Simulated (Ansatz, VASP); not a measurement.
Two plane-wave programs on PbS

INCAR

```
  PREC = Accurate
  ENCUT = 520
  EDIFF = 1E-8
  ISMEAR = -1
  SIGMA = 0.01
  LREAL = False
  LASPH = True
  NELM = 100
  ALGO = Normal
  ISIF = 2
  LWAVE = False
  LCHARG = False
  GGA = PE
  LEFG = True
  NBANDS = 17
```

Contents of KPOINTS:

```
Automatic mesh
0
Gamma
  8 8 8
```

POSCAR

```
PbS
1.0
    0.0000000000      2.9650000000      2.9650000000
    2.9650000000      0.0000000000      2.9650000000
    2.9650000000      2.9650000000      0.0000000000
Pb S
1 1
Direct
    0.0000000000      0.0000000000      0.0000000000
    0.5000000000      0.5000000000      0.5119241147
```

Input for Ansatz:

```yaml
crystal:
  lattice:
    - [0.0, 2.965, 2.965]
    - [2.965, 0.0, 2.965]
    - [2.965, 2.965, 0.0]
  atoms:
    - { symbol: Pb, position: [0.0, 0.0, 0.0] }
    - { symbol: S, position: [0.5, 0.5, 0.5119241147] }
kpoints:
  mp_grid: { grid: [8, 8, 8] }
scf:
  occupations: { method: fermi_dirac, width: 0.01 }
hamiltonian:
  xc: pbe
  pseudopotentials: { kind: paw }
output:
  forces: true
  stress: true
  eigenvalues: true
  efg: { contact_densities: true }
  write_density: true
  write_potential: true
  elf: true
  volumetric_format: npy
```

Alike in both runs: task electric field gradients; functional PBE; k mesh 8 × 8 × 8; occupations fermi-dirac, width 0.01 eV; no spin polarisation.

|  | VASP | Ansatz |
| --- | --- | --- |
| version | VASP 6.6.1 | Ansatz 0.2.0 |
| potentials or method | VASP PAW PBE potentials, release 64 (Pb_d, S) | PAW with Ansatz's default frozen-core files, scalar-relativistic |
| plane-wave cutoff (eV) | 520 | 420 |
| valence electrons in the cell | 20 | 20 |

Ansatz gave:

- pressure (GPa): 2.3
- rms of the force components (eV/Å): 0.015
- size of Vzz on the site where it differs most (V/Å²): 2.6

Q: Which values does VASP return?

A: Pressure (GPa): 2.2; rms of the force components (eV/Å): 0.016; size of Vzz on the site where it differs most (V/Å²): 2.5.

Atom by atom the forces differ by 0.000 eV/Å (rms over components).

Spin-orbit coupling is off throughout.
